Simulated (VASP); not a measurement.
# Mo (P-1) in VASP: notebook

Runs on Mo. Level: PBE. Tasks: single point.

All numbers are computed with VASP 6.6.1; they aren't measurements. Logs are shortened: lines on timing, memory, paths and dates and some standing lists are left out, and cuts for length are marked.

### 1 The cell of the first run

The typed cell holds 1 atom: a = 2.785 Å, b = 2.985 Å, c = 2.927 Å, α = 59.76°, β = 54.74°, γ = 58.94°.

### 2 Single point, PBE

Input file INCAR:

```
SYSTEM = Mo
ALGO = Fast
EDIFF = 1E-6
ENCUT = 520
GGA = PE
ISIF = 2
ISMEAR = -1
LASPH = .True.
LCHARG = .True.
LELF = .True.
LREAL = .False.
LVHAR = .True.
LWAVE = .False.
NBANDS = 13
NELM = 100
PREC = Accurate
SIGMA = 0.05
```

Input file KPOINTS:

```
k-points
0
Gamma
  14 12 13
  0 0 0
```

Input file POSCAR:

```
Mo
1.0
    0.1575306600      2.0190446400      1.9118309000
    2.1247256100     -0.0263960200      2.0957575800
    2.0299532600      2.1081989700      0.0683763300
Mo
1
Direct
    0.0000000000      0.0000000000      0.0000000000
```

Potentials or basis: VASP PAW PBE potentials, release 64 (Mo_sv).

Launch:

```
$ cat potpaw_PBE.64/Mo_sv/POTCAR > POTCAR
$ mpirun -np 1 vasp_std > vasp.out
```

OUTCAR:

```text
SYSTEM = Mo
   EDIFF = 1E-6
   ENCUT = 520
   GGA = PE
   ISIF = 2
   ISMEAR = -1
   LASPH = .True.
   LREAL = .False.
   NELM = 100
   PREC = Accurate

 ion  position               nearest neighbor table
   1  0.000  0.000  0.000-

  LATTYP: Found a triclinic cell.
 ALAT       =     2.9274371825
 B/A-ratio  =     1.0194990096
 C/A-ratio  =     0.8980940279
 COS(alpha) =     0.0143497125
 COS(beta)  =     0.5018909665
 COS(gamma) =     0.5036911362

  Lattice vectors:

 A1 = (   2.0299532600,   2.1081989700,   0.0683763300)
 A2 = (   2.1247256100,  -0.0263960200,   2.0957575800)
 A3 = (   1.8724226000,   0.0891543300,  -1.8434545700)

Analysis of symmetry for initial positions (statically):
=====================================================================
 Subroutine PRICEL returns:
 Original cell was already a primitive cell.

 Routine SETGRP: Setting up the symmetry group for a
 triclinic supercell.

 Subroutine GETGRP returns: Found  2 space group operations
 (whereof  2 operations were pure point group operations)
 out of a pool of  2 trial point group operations.

The static configuration has the point symmetry S_2 .

Analysis of symmetry for dynamics (positions and initial velocities):
=====================================================================
 Subroutine PRICEL returns:
 Original cell was already a primitive cell.

 Routine SETGRP: Setting up the symmetry group for a
 triclinic supercell.

 Subroutine GETGRP returns: Found  2 space group operations
 (whereof  2 operations were pure point group operations)
 out of a pool of  2 trial point group operations.

The dynamic configuration has the point symmetry S_2 .

 Subroutine INISYM returns: Found  2 space group operations
 (whereof  2 operations are pure point group operations),
 and found     1 'primitive' translations

----------------------------------------------------------------------------------------

                                     Primitive cell

  volume of cell :      16.2662

  direct lattice vectors                    reciprocal lattice vectors
     0.157530660  2.019044640  1.911830900    -0.271734545  0.252610808  0.278672148
     2.124725610 -0.026396020  2.095757580     0.239298271 -0.237926770  0.231551836
     2.029953260  2.108198970  0.068376330     0.263239242  0.229431467 -0.263988109

  length of vectors
     2.785041213  2.984519308  2.927437182     0.464015139  0.409254277  0.437748122

  position of ions in fractional coordinates (direct lattice)
     0.000000000  0.000000000  0.000000000

  ion indices of the primitive-cell ions
   primitive index   ion index
                 1           1

----------------------------------------------------------------------------------------

 KPOINTS: k-points

Automatic generation of k-mesh.
 Grid dimensions read from file:
 generate k-points for:   14   12   13

 Generating k-lattice:

  Cartesian coordinates                     Fractional coordinates (reciprocal lattice)
    -0.019409610  0.018043629  0.019905153     0.071428571  0.000000000 -0.000000000
     0.019941523 -0.019827231  0.019295986    -0.000000000  0.083333333 -0.000000000
     0.020249172  0.017648574 -0.020306778    -0.000000000 -0.000000000  0.076923077

  Length of vectors
     0.033143939  0.034104523  0.033672932

  Shift w.r.t. Gamma in fractional coordinates (k-lattice)
     0.000000000  0.000000000  0.000000000

 Subroutine IBZKPT returns following result:
 ===========================================

 Found   1094 irreducible k-points:

 Following reciprocal coordinates:
            Coordinates               Weight
  0.000000  0.000000  0.000000      1.000000
  0.071429 -0.000000  0.000000      2.000000
  0.142857  0.000000  0.000000      2.000000
  0.214286  0.000000  0.000000      2.000000
  0.285714  0.000000  0.000000      2.000000
  0.357143  0.000000  0.000000      2.000000
[... 16 lines left out ...]
  0.000000  0.166667  0.000000      2.000000
  0.071429  0.166667 -0.000000      2.000000
 [... further k-points ...]
   k-points           NKPTS =   1094   k-points in BZ     NKDIM =   1094   number of bands    NBANDS=     13
   number of dos      NEDOS =    301   number of ions     NIONS =      1
   total plane-waves  NPLWV =  13824
   dimension x,y,z NGX =    24 NGY =   24 NGZ =   24
   dimension x,y,z NGXF=    48 NGYF=   48 NGZF=   48
   ions per type =               1
   NGX,Y,Z   is equivalent  to a cutoff of  14.33, 13.37, 13.63 a.u.
   NGXF,Y,Z  is equivalent  to a cutoff of  28.65, 26.74, 27.26 a.u.
 SYSTEM =  Mo
   PREC   = accura    normal or accurate (medium, high low for compatibility)
   ISTART =      0    job   : 0-new  1-cont  2-samecut
   ICHARG =      2    charge: 1-file 2-atom 10-const
   ISPIN  =      1    spin polarized calculation?
   LNONCOLLINEAR =      F non collinear calculations
   LSORBIT =      F    spin-orbit coupling
   LASPH  =      T    aspherical Exc in radial PAW
   ENCUT  =  520.0 eV  38.22 Ry    6.18 a.u.   5.18  5.55  5.44*2*pi/ulx,y,z
   NELM   =    100;   NELMIN=  2; NELMDL= -5     # of ELM steps
   EDIFF  = 0.1E-05   stopping-criterion for ELM
   LREAL  =      F    real-space projection
   EDIFFG = 0.1E-04   stopping-criterion for IOM
   NSW    =      0    number of steps for IOM
   IBRION =     -1    ionic relax: 0-MD 1-quasi-New 2-CG
   NFREE  =      0    steps in history (QN), initial steepest desc. (CG)
   ISIF   =      2    stress and relaxation
   ISYM   =      2    0-nonsym 1-usesym 2-fastsym
   POTIM  = 0.5000    time-step for ionic-motion
   TEBEG  =    0.0;   TEEND  =   0.0 temperature during run
   PSTRESS=    0.0 pullay stress
   NELECT =      14.0000    total number of electrons
   NUPDOWN=      -1.0000    fix difference up-down
   EMIN   =  10.00;   EMAX   =-10.00  energy-range for DOS
   EFERMI =   0.00;   METHOD = LEGACY
   ISMEAR =    -1;   SIGMA  =   0.05  broadening in eV -4-tet -1-fermi 0-gaus
   EFERMI_NEDOS =   21; number of points for ismear=-14 and -15
   IALGO  =     68    algorithm
   IMIX   =      4    mixing-type and parameters
     AMIX     =   0.40;   BMIX     =  1.00
     AMIX_MAG =   1.60;   BMIX_MAG =  1.00
  volume/ion in A,a.u.               =      16.27       109.77
  Fermi-wavevector in a.u.,A,eV,Ry     =   1.557241  2.942759 32.994115  2.424999
  Thomas-Fermi vector in A             =   2.660920
   LORBIT       =      0    0 simple, 1 ext, 2 COOP (PROOUT), +10 PAW based schemes
   GGA     = PE    functional components
   LHFCALC =     F    Hartree Fock is set to
   AEXX    =    0.0000 exact exchange contribution
   IVDW    =     0    specifies the selected vdW correction
   LEPSILON=     F    determine dielectric tensor
   LRPA    =     F    only Hartree local field effects (RPA)
 non-spin polarized calculation
 RMM-DIIS sequential band-by-band and
  energy-cutoff  :      520.00
  volume of cell :       16.27
 maximum number of plane-waves:       453
 NGX is ok and might be reduce to    24
   NGX = 11   NGY = 11   NGZ = 11

 number of electron      14.0000000 magnetization

 Free energy of the ion-electron system (eV)
  ---------------------------------------------------
  ext. energy  EPLUGINS =         0.00000000
  ---------------------------------------------------
  free energy    TOTEN  =       -10.55593793 eV

  energy without entropy =      -10.54812862  energy(sigma->0) =      -10.55203328

 E-fermi :  11.7746     XC(G=0): -13.1405

 val. band max:       11.7727662847   @ k =   0.2857  -0.0833   0.3846
 cond. band min:      11.7748660020   @ k =  -0.2143   0.1667   0.1538
 fundamental gap:      0.0020997173
 Fermi energy:        11.7745664071

 k-point     1 :       0.0000    0.0000    0.0000
  band No.  band energies     occupation
      1     -49.2352      2.00000
      2     -22.7179      2.00000
      3     -22.6285      2.00000
      4     -22.3511      2.00000
      5       4.8949      2.00000
      6       9.9204      2.00000
      7      10.0620      2.00000
      8      12.2852      0.00007
      9      13.2802      0.00000
     10      14.0552      0.00000
     11      24.5869      0.00000
     12      28.7445      0.00000
     13      29.0200      0.00000

 k-point     2 :       0.0714   -0.0000    0.0000
  band No.  band energies     occupation
      1     -49.2192      2.00000
      2     -22.7261      2.00000
      3     -22.6503      2.00000
      4     -22.4335      2.00000
      5       5.1331      2.00000
      6      10.0858      2.00000
      7      10.2256      2.00000
      8      12.0327      0.01138
      9      13.1391      0.00000
     10      13.8437      0.00000
     11      25.0843      0.00000
     12      29.1309      0.00000
     13      29.4221      0.00000

 k-point     3 :       0.1429    0.0000    0.0000
  band No.  band energies     occupation
      1     -49.1744      2.00000
      2     -22.7681      2.00000
      3     -22.7263      2.00000
      4     -22.6262      2.00000
      5       5.7870      2.00000
      6      10.4959      2.00000
      7      10.6752      2.00000
      8      11.4991      1.99194
      9      12.8176      0.00000
     10      13.3506      0.00000
     11      26.0963      0.00000
     12      28.8521      0.00000
     13      30.7059      0.00000
[... 305 lines left out ...]
 k-point    23 :       0.0000    0.1667    0.0000
  band No.  band energies     occupation
      1     -49.1966      2.00000
      2     -22.9825      2.00000
      3     -22.6577      2.00000
      4     -22.3810      2.00000
      5       5.8031      2.00000
      6       9.6949      2.00000
      7      10.1351      2.00000
      8      12.5381      0.00000
      9      13.2737      0.00000
     10      14.0012      0.00000
     11      25.9657      0.00000
     12      26.5560      0.00000
     13      30.7395      0.00000

 k-point    24 :       0.0714    0.1667   -0.0000
  band No.  band energies     occupation
      1     -49.1953      2.00000
      2     -22.9043      2.00000
      3     -22.6805      2.00000
      4     -22.4353      2.00000
      5       5.7700      2.00000
      6       9.6902      2.00000
      7      10.2826      2.00000
      8      12.3278      0.00003
      9      13.3720      0.00000
     10      13.8602      0.00000
     11      25.9636      0.00000
     12      27.3035      0.00000
     13      30.0074      0.00000

 [... further k-points ...]

------------------------ aborting loop because EDIFF is reached ----------------------------------------

  FORCE on cell =-STRESS in cart. coord.  units (eV):
  Direction    XX          YY          ZZ          XY          YZ          ZX
  --------------------------------------------------------------------------------------
  -------------------------------------------------------------------------------------
  Total       -0.0778265      0.2715752     -0.4304229      0.2816215     -0.0677299     -0.1556264
  in kB       -7.6657162     26.7494928    -42.3955986     27.7390313     -6.6712250    -15.3288213
  external PRESSURE =      -7.7706073 kB  Pullay stress =       0.0000000 kB

 VOLUME and BASIS-vectors are now :
 -----------------------------------------------------------------------------
  energy-cutoff  :      520.00
  volume of cell :       16.27
      direct lattice vectors                 reciprocal lattice vectors
     0.157530660  2.019044640  1.911830900    -0.271734545  0.252610808  0.278672148
     2.124725610 -0.026396020  2.095757580     0.239298271 -0.237926770  0.231551836
     2.029953260  2.108198970  0.068376330     0.263239242  0.229431467 -0.263988109

 POSITION                                       TOTAL-FORCE (eV/Angst)
 -----------------------------------------------------------------------------------
      0.00000      0.00000      0.00000        -0.000000      0.000000      0.000000
 -----------------------------------------------------------------------------------
    total drift:                                0.000000      0.000000      0.000000

  FREE ENERGIE OF THE ION-ELECTRON SYSTEM (eV)
  ---------------------------------------------------
  free  energy   TOTEN  =       -10.5559379322 eV

  energy  without entropy=      -10.5481286235  energy(sigma->0) =      -10.55203328
```

It took 72 s on 1 thread of Intel Xeon 6975P-C (Granite Rapids), shared host; peak memory 0.32 GiB.

What came out:

```
Free energy            : -10.5559 eV
Pressure               : -0.8 GPa
Band gap on the k mesh : zero (bands 7 and 8 overlap by 3.94 eV)
```

Stress tensor (GPa, compression positive):
```
-0.77  2.77 -1.53
 2.77  2.67 -0.67
-1.53 -0.67 -4.24
```

Levels at points of the mesh, in eV from the Fermi level:
| k point | band 3 | band 4 | band 5 | band 6 | band 7 | band 8 | band 9 | band 10 | band 11 | band 12 |
| --- | --- | --- | --- | --- | --- | --- | --- | --- | --- | --- |
| (0.00, 0.00, 0.00) | -34.40 | -34.13 | -6.88 | -1.85 | -1.71 | 0.51 | 1.51 | 2.28 | 12.81 | 16.97 |
| (0.50, 0.00, 0.00) | -34.74 | -34.63 | -4.84 | -1.72 | -1.24 | 2.51 | 3.52 | 4.56 | 11.88 | 12.25 |
| (0.00, 0.50, 0.00) | -34.50 | -34.24 | -4.76 | -2.10 | 0.41 | 0.56 | 3.09 | 3.87 | 9.64 | 13.14 |
| (0.50, 0.50, 0.00) | -34.92 | -34.73 | -5.11 | -4.46 | 3.12 | 3.88 | 4.28 | 4.92 | 11.26 | 12.60 |

Caveat: the stress differs along the axes, from -4 to 3 GPa.

[end of part 1 of 2]
